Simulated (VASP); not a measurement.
# MgB2 (P6/mmm) in VASP: notebook

The runs below take MgB2 through relaxation of cell and atoms, relaxation of shape and atoms at fixed volume, with PBE.

Everything below comes from runs of VASP 6.6.1. Logs are shortened: lines on timing, memory, paths and dates and some standing lists are left out, and cuts for length are marked.

**1. The cell of the first run**

Symmetry: P6/mmm, No. 191, hexagonal system. Conventional cell: a = 3.085 Å, b = 3.085 Å, c = 3.523 Å, α = 90.00°, β = 90.00°, γ = 120.00°. Within 3.3 Å of Mg (site symmetry 6/mmm) lie 12 B at 2.51 Å and 6 Mg at 3.08 to 3.09 Å. B (site symmetry -6m2) has 3 B at 1.78 Å within 2.4 Å.

**2. Relaxation of cell and atoms, PBE**

INCAR

```
SYSTEM = MgB2
PREC = Accurate ; ENCUT = 600
EDIFF = 1E-6 ; ISMEAR = 0
SIGMA = 0.1 ; LREAL = .FALSE.
LASPH = .TRUE. ; NELM = 100
ALGO = Normal ; ISIF = 3
LWAVE = .FALSE. ; LCHARG = .FALSE.
GGA = PE ; IBRION = 2
NSW = 100 ; EDIFFG = -0.005
```

KPOINTS

```
Automatic mesh
0
G
  15 15 12
  0 0 0
```

POSCAR

```
MgB2
1.0
    3.0850000000      0.0000000000      0.0000000000
   -1.5425000000      2.6716883707      0.0000000000
    0.0000000000      0.0000000000      3.5230000000
Mg B
1 2
Direct
    0.0000000000      0.0000000000      0.0000000000
    0.3333333333      0.6666666667      0.5000000000
    0.6666666667      0.3333333333      0.5000000000
```

Potentials or basis: VASP PAW PBE potentials, release 64 (Mg, B).

Run with:

```console
> cat potpaw_PBE.64/Mg/POTCAR potpaw_PBE.64/B/POTCAR > POTCAR
> mpirun -np 1 vasp_std > vasp.out
```

OUTCAR:

```text
SYSTEM = MgB2
   PREC = Accurate
   ENCUT = 600
   EDIFF = 1E-6
   ISMEAR = 0
   LREAL = .FALSE.
   LASPH = .TRUE.
   NELM = 100
   ISIF = 3
   GGA = PE
   IBRION = 2
   NSW = 100
   EDIFFG = -0.005

 ion  position               nearest neighbor table
   1  0.000  0.000  0.000-   2 2.51   3 2.51   2 2.51   3 2.51   3 2.51   3 2.51   2 2.51   2 2.51
                             3 2.51   3 2.51   2 2.51   2 2.51
   2  0.333  0.667  0.500-   3 1.78   3 1.78   3 1.78   1 2.51   1 2.51   1 2.51   1 2.51   1 2.51
                             1 2.51
   3  0.667  0.333  0.500-   2 1.78   2 1.78   2 1.78   1 2.51   1 2.51   1 2.51   1 2.51   1 2.51
                             1 2.51

  LATTYP: Found a hexagonal cell.
 ALAT       =     3.0850000000
 C/A-ratio  =     1.1419773096

  Lattice vectors:

 A1 = (   3.0850000000,   0.0000000000,   0.0000000000)
 A2 = (  -1.5425000000,   2.6716883707,   0.0000000000)
 A3 = (   0.0000000000,   0.0000000000,   3.5230000000)

Analysis of symmetry for initial positions (statically):
=====================================================================
 Subroutine PRICEL returns:
 Original cell was already a primitive cell.

 Routine SETGRP: Setting up the symmetry group for a
 hexagonal supercell.

 Subroutine GETGRP returns: Found 24 space group operations
 (whereof 24 operations were pure point group operations)
 out of a pool of 24 trial point group operations.

The static configuration has the point symmetry D_6h.

Analysis of symmetry for dynamics (positions and initial velocities):
=====================================================================
 Subroutine PRICEL returns:
 Original cell was already a primitive cell.

 Routine SETGRP: Setting up the symmetry group for a
 hexagonal supercell.

 Subroutine GETGRP returns: Found 24 space group operations
 (whereof 24 operations were pure point group operations)
 out of a pool of 24 trial point group operations.

The dynamic configuration has the point symmetry D_6h.

 Subroutine INISYM returns: Found 24 space group operations
 (whereof 24 operations are pure point group operations),
 and found     1 'primitive' translations

----------------------------------------------------------------------------------------

                                     Primitive cell

  volume of cell :      29.0371

  direct lattice vectors                    reciprocal lattice vectors
     3.085000000  0.000000000  0.000000000     0.324149109  0.187147575  0.000000000
    -1.542500000  2.671688371  0.000000000     0.000000000  0.374295150  0.000000000
     0.000000000  0.000000000  3.523000000     0.000000000  0.000000000  0.283848992

  length of vectors
     3.085000000  3.085000000  3.523000000     0.374295150  0.374295150  0.283848992

  position of ions in fractional coordinates (direct lattice)
     0.000000000  0.000000000  0.000000000
     0.333333333  0.666666667  0.500000000
     0.666666667  0.333333333  0.500000000

  ion indices of the primitive-cell ions
   primitive index   ion index
                 1           1
                 2           2
                 3           3

----------------------------------------------------------------------------------------

 KPOINTS: Automatic mesh

Automatic generation of k-mesh.
 Grid dimensions read from file:
 generate k-points for:   15   15   12

 Generating k-lattice:

  Cartesian coordinates                     Fractional coordinates (reciprocal lattice)
     0.021609941  0.012476505  0.000000000     0.066666667  0.000000000  0.000000000
     0.000000000  0.024953010  0.000000000     0.000000000  0.066666667  0.000000000
     0.000000000  0.000000000  0.023654083     0.000000000  0.000000000  0.083333333

  Length of vectors
     0.024953010  0.024953010  0.023654083

  Shift w.r.t. Gamma in fractional coordinates (k-lattice)
     0.000000000  0.000000000  0.000000000

 Subroutine IBZKPT returns following result:
 ===========================================

 Found    189 irreducible k-points:

 Following reciprocal coordinates:
            Coordinates               Weight
  0.000000  0.000000  0.000000      1.000000
  0.066667  0.000000  0.000000      6.000000
  0.133333 -0.000000  0.000000      6.000000
  0.200000 -0.000000  0.000000      6.000000
  0.266667 -0.000000  0.000000      6.000000
  0.333333  0.000000  0.000000      6.000000
[... 16 lines left out ...]
  0.333333  0.200000  0.000000     12.000000
  0.400000  0.200000  0.000000      6.000000
 [... further k-points ...]
   k-points           NKPTS =    189   k-points in BZ     NKDIM =    189   number of bands    NBANDS=      8
   number of dos      NEDOS =    301   number of ions     NIONS =      3
   total plane-waves  NPLWV =  21952
   dimension x,y,z NGX =    28 NGY =   28 NGZ =   28
   dimension x,y,z NGXF=    56 NGYF=   56 NGZF=   56
   ions per type =               1   2
   NGX,Y,Z   is equivalent  to a cutoff of  15.09, 15.09, 13.21 a.u.
   NGXF,Y,Z  is equivalent  to a cutoff of  30.18, 30.18, 26.43 a.u.
 SYSTEM =  MgB2
   PREC   = accura    normal or accurate (medium, high low for compatibility)
   ISTART =      0    job   : 0-new  1-cont  2-samecut
   ICHARG =      2    charge: 1-file 2-atom 10-const
   ISPIN  =      1    spin polarized calculation?
   LNONCOLLINEAR =      F non collinear calculations
   LSORBIT =      F    spin-orbit coupling
   LASPH  =      T    aspherical Exc in radial PAW
   ENCUT  =  600.0 eV  44.10 Ry    6.64 a.u.   6.16  6.16  7.04*2*pi/ulx,y,z
   NELM   =    100;   NELMIN=  2; NELMDL= -5     # of ELM steps
   EDIFF  = 0.1E-05   stopping-criterion for ELM
   LREAL  =      F    real-space projection
   EDIFFG = -.5E-02   stopping-criterion for IOM
   NSW    =    100    number of steps for IOM
   IBRION =      2    ionic relax: 0-MD 1-quasi-New 2-CG
   NFREE  =      1    steps in history (QN), initial steepest desc. (CG)
   ISIF   =      3    stress and relaxation
   ISYM   =      2    0-nonsym 1-usesym 2-fastsym
   POTIM  = 0.5000    time-step for ionic-motion
   TEBEG  =    0.0;   TEEND  =   0.0 temperature during run
   PSTRESS=    0.0 pullay stress
   NELECT =       8.0000    total number of electrons
   NUPDOWN=      -1.0000    fix difference up-down
   EMIN   =  10.00;   EMAX   =-10.00  energy-range for DOS
   EFERMI =   0.00;   METHOD = LEGACY
   ISMEAR =     0;   SIGMA  =   0.10  broadening in eV -4-tet -1-fermi 0-gaus
   EFERMI_NEDOS =   21; number of points for ismear=-14 and -15
   IALGO  =     38    algorithm
   IMIX   =      4    mixing-type and parameters
     AMIX     =   0.40;   BMIX     =  1.00
     AMIX_MAG =   1.60;   BMIX_MAG =  1.00
  volume/ion in A,a.u.               =       9.68        65.32
  Fermi-wavevector in a.u.,A,eV,Ry     =   1.065255  2.013040 15.439462  1.134768
  Thomas-Fermi vector in A             =   2.200801
   LORBIT       =      0    0 simple, 1 ext, 2 COOP (PROOUT), +10 PAW based schemes
   GGA     = PE    functional components
   LHFCALC =     F    Hartree Fock is set to
   AEXX    =    0.0000 exact exchange contribution
   IVDW    =     0    specifies the selected vdW correction
   LEPSILON=     F    determine dielectric tensor
   LRPA    =     F    only Hartree local field effects (RPA)
 conjugate gradient relaxation of ions
 non-spin polarized calculation
 Gauss-broadening in eV      SIGMA  =   0.10
  energy-cutoff  :      600.00
  volume of cell :       29.04
 maximum number of plane-waves:       986
 NGX is ok and might be reduce to    28
   NGX = 13   NGY = 13   NGZ = 15

--------------------------------------- Ionic step        1  -------------------------------------------

 number of electron       8.0000000 magnetization

 Free energy of the ion-electron system (eV)
  ---------------------------------------------------
  ext. energy  EPLUGINS =         0.00000000
  ---------------------------------------------------
  free energy    TOTEN  =       -15.32577181 eV

  energy without entropy =      -15.32153408  energy(sigma->0) =      -15.32365294

------------------------ aborting loop because EDIFF is reached ----------------------------------------

  FORCE on cell =-STRESS in cart. coord.  units (eV):
  Direction    XX          YY          ZZ          XY          YZ          ZX
  --------------------------------------------------------------------------------------
  -------------------------------------------------------------------------------------
  Total       -0.3499990     -0.3499990     -0.0204343      0.0000000      0.0000000      0.0000000
  in kB      -19.3118452    -19.3118452     -1.1274979      0.0000000      0.0000000      0.0000000
  external PRESSURE =     -13.2503961 kB  Pullay stress =       0.0000000 kB
[... 133 lines left out ...]
  energy  without entropy=      -15.3234262791  energy(sigma->0) =      -15.32534558

--------------------------------------- Ionic step        5  -------------------------------------------

 number of electron       8.0000000 magnetization

 Free energy of the ion-electron system (eV)
  ---------------------------------------------------
  ext. energy  EPLUGINS =         0.00000000
  ---------------------------------------------------
  free energy    TOTEN  =       -15.32726961 eV

  energy without entropy =      -15.32347362  energy(sigma->0) =      -15.32537162

 E-fermi :   5.3054     XC(G=0): -10.9381

 val. band max:        5.3009662957   @ k =   0.0667   0.0000   0.0000
 cond. band min:       5.3082712981   @ k =   0.1333  -0.0000   0.3333
 fundamental gap:      0.0073050024
 Fermi energy:         5.3053951079

 k-point     1 :       0.0000    0.0000    0.0000
  band No.  band energies     occupation
      1      -7.1476      2.00000
      2       2.3100      2.00000
      3       5.7045      0.00000
      4       5.7045      0.00000
      5       6.9001      0.00000
      6      11.7007      0.00000
      7      11.7007      0.00000
      8      13.5595      0.00000
[... 243 lines left out ...]
 k-point    24 :       0.4000    0.2000    0.0000
  band No.  band energies     occupation
      1      -2.7713      2.00000
      2      -2.0909      2.00000
      3       0.8966      2.00000
      4       6.0728      0.00000
      5       8.0342      0.00000
      6      10.9244      0.00000
      7      11.2699      0.00000
      8      13.4319      0.00000

 [... further k-points ...]
[... 5 lines left out ...]
  --------------------------------------------------------------------------------------
  -------------------------------------------------------------------------------------
  Total        0.0024853      0.0024853     -0.0009686      0.0000000      0.0000000     -0.0000000
  in kB        0.1381485      0.1381485     -0.0538422      0.0000000      0.0000000     -0.0000000
  external PRESSURE =       0.0741516 kB  Pullay stress =       0.0000000 kB
[... 18 lines left out ...]
  FREE ENERGIE OF THE ION-ELECTRON SYSTEM (eV)
  ---------------------------------------------------
  free  energy   TOTEN  =       -15.3272696134 eV

  energy  without entropy=      -15.3234736187  energy(sigma->0) =      -15.32537162

 reached required accuracy - stopping structural energy minimisation
```

It took 86 s on 1 thread of AMD EPYC 7R13 (Zen 3), shared host; peak memory 0.18 GiB.

What came out:

```
Free energy                            : -15.3273 eV
Relaxed volume                         : 9.61 Å³/atom
Relaxed cell                           : a = 3.072 Å, b = 3.072 Å, c = 3.527 Å, α = 90.00°, β = 90.00°, γ = 120.00°
Space group after relaxing (to 0.05 Å) : P6/mmm (No. 191)
Energy gained by relaxing              : 0.5 meV/atom
Ionic steps                            : 5
Pressure after relaxing                : 0.0 GPa
Band gap on the k mesh                 : zero (band 4 reaches 7.09 eV, above the bottom of band 5 at 3.31 eV)
```

The path:
```csv
step,energy change (eV),largest force (eV/Å),pressure (GPa),volume (Å³)
1,0.0000,0.0000,-1.33,29.04
2,-0.0013,0.0000,0.65,28.70
3,-0.0015,0.0000,0.11,28.79
4,-0.0015,0.0000,0.05,28.81
5,-0.0015,0.0000,0.01,28.82
```

Final structure:
```
CELL_PARAMETERS angstrom
3.07178 0.00000 0.00000
-1.53589 2.66024 0.00000
0.00000 0.00000 3.52725
ATOMIC_POSITIONS crystal
Mg 0.00000 0.00000 0.00000
B 0.33333 0.66667 0.50000
B 0.66667 0.33333 0.50000
```

[end of part 1 of 3]
